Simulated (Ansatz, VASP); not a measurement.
## VN2 in VASP and in Ansatz

INCAR

```
SYSTEM = VN2
PREC = Accurate
ENCUT = 520
EDIFF = 1E-6
ISMEAR = 0
SIGMA = 0.1
LREAL = .False.
LASPH = .True.
NELM = 80
ALGO = Normal
ISIF = 2
LWAVE = .False.
LCHARG = .True.
GGA = PE
LELF = .True.
LVHAR = .True.
NBANDS = 32
```

KPOINTS

```
regular mesh
0
Gamma
  2 2 2
  0 0 0
```

Contents of POSCAR:

```
VN2
1.0
   -2.1507500000      2.1507500000      2.4913500000
    2.1507500000     -2.1507500000      2.4913500000
    2.1507500000      2.1507500000     -2.4913500000
V N
2 4
Direct
    0.2500000000      0.2500000000      0.0000000000
    0.7500000000      0.7500000000      0.0000000000
    0.1151000000      0.6151000000      0.7302000000
    0.6151000000      0.8849000000      0.5000000000
    0.8849000000      0.3849000000      0.2698000000
    0.3849000000      0.1151000000      0.5000000000
```

Input for Ansatz:

```yaml
crystal:
  lattice:
    - [-2.15075, 2.15075, 2.49135]
    - [2.15075, -2.15075, 2.49135]
    - [2.15075, 2.15075, -2.49135]
  atoms:
    - { symbol: V, position: [0.25, 0.25, 0.0] }
    - { symbol: V, position: [0.75, 0.75, 0.0] }
    - { symbol: "N", position: [0.1151, 0.6151, 0.7302] }
    - { symbol: "N", position: [0.6151, 0.8849, 0.5] }
    - { symbol: "N", position: [0.8849, 0.3849, 0.2698] }
    - { symbol: "N", position: [0.3849, 0.1151, 0.5] }
basis:
  ecutwfc: 420
kpoints:
  mp_grid: { grid: [2, 2, 2] }
hamiltonian:
  xc: pbe
scf:
  occupations: { method: gaussian, width: 0.1 }
output:
  forces: true
  stress: true
  eigenvalues: true
```

Alike in both runs: task single point; functional PBE; k mesh 2 × 2 × 2; occupations gaussian, width 0.1 eV; no spin polarisation.

|  | VASP | Ansatz |
| --- | --- | --- |
| version | VASP 6.6.1 | Ansatz 0.2.0 |
| potentials or method | VASP PAW PBE potentials, release 64 (V_sv, N), cutoff 520 eV | scalar-relativistic, plane waves, PAW |
| valence electrons in the cell | 46 | 46 |

Ansatz gave:

- gap on the k mesh at the Fermi level (eV): none
- pressure (GPa): 2.4
- traceless stress, the component that is largest in VASP (GPa): 7.71
- rms of the force components (eV/Å): 0.015

Which values does VASP return?

gap on the k mesh at the Fermi level (eV): none; pressure (GPa): 3.1; traceless stress, the component that is largest in VASP (GPa): 7.72; rms of the force components (eV/Å): 0.002.

Atom by atom the forces differ by 0.017 eV/Å (rms over components). A gap of «none» marks a metal or a gap that the smearing closes. With one functional, cell and mesh, what is left measures potentials, basis and numerics.

The k mesh is coarse, so the values compare programs but aren't converged.
